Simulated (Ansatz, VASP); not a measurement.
# Se in VASP and in Ansatz

The input POSCAR:

```
Se
1.0
    3.1360302227      0.0000000000      0.0000000000
   -1.5680151114      2.7158818399      0.0000000000
    0.0000000000      0.0000000000      5.1211373537
Se
2
Direct
    0.3333333333      0.6666666667      0.2500000000
    0.6666666667      0.3333333333      0.7500000000
```

INCAR.step1

```
SYSTEM = Se
ALGO = Normal
EDIFF = 1E-4
ENCUT = 600
GGA = PE
ISMEAR = -1
LASPH = .TRUE.
LCHARG = .FALSE.
LREAL = .FALSE.
LWAVE = .TRUE.
NELM = 80
PREC = Accurate
SIGMA = 0.1
```

INCAR.step2

```
SYSTEM = Se
ALGO = Normal
EDIFF = 1E-6
EDIFFG = -0.01
ENCUT = 600
IBRION = 2
ISIF = 3
ISMEAR = -1
ISTART = 1
LASPH = .TRUE.
LCHARG = .FALSE.
LMIXTAU = .TRUE.
LREAL = .FALSE.
LWAVE = .FALSE.
METAGGA = R2SCAN
NELM = 80
NSW = 80
PREC = Accurate
SIGMA = 0.1
```

Contents of KPOINTS:

```
k-points
0
G
  12 12 6
  0 0 0
```

Input for Ansatz:

```yaml
crystal:
  lattice:
    - [3.1360302227, 0.0, 0.0]
    - [-1.5680151114, 2.7158818399, 0.0]
    - [0.0, 0.0, 5.1211373537]
  atoms:
    - { symbol: Se, position: [0.3333333333, 0.6666666667, 0.25] }
    - { symbol: Se, position: [0.6666666667, 0.3333333333, 0.75] }
hamiltonian:
  xc: r2scan
  pseudopotentials:
    kind: paw
    azcp:
      Se: "pseudopotentials/Se.paw.azcp"
basis:
  ecutwfc: 500
  fft_grid_basis: typed
kpoints:
  mp_grid: { grid: [12, 12, 6], shift: [0, 0, 0] }
magnetization:
  spin_polarized: false
scf:
  occupations: { method: fermi_dirac, width: 0.1 }
relax:
  max_steps: 60
  f_tol: 0.01
  cell: {}
output:
  write_density: true
  write_potential: true
  elf: true
  volumetric_format: npy
```

Alike in both runs: task relaxation of cell and atoms; functional r2SCAN; k mesh 12 × 12 × 6; occupations fermi-dirac, width 0.1 eV; no spin polarisation.

|  | VASP | Ansatz |
| --- | --- | --- |
| version | VASP 6.6.1 | Ansatz 0.2.0 |
| potentials or method | VASP PAW PBE potentials, release 64 (Se), cutoff 600 eV | plane waves (500 eV) with PAW, scalar-relativistic |
| valence electrons in the cell | 12 | 32 |

```csv
,VASP,Ansatz,Ansatz less VASP
relaxed volume (Å³/atom),22.03,22.05,+0.023
relaxed cell length with the largest relative difference (Å),3.828,3.830,+0.0021
```

VASP's potentials were made for PBE, not for r2SCAN. VASP's potentials hold 12 valence electrons a cell and Ansatz's 32, so a difference there can come from the potentials and not from the codes.
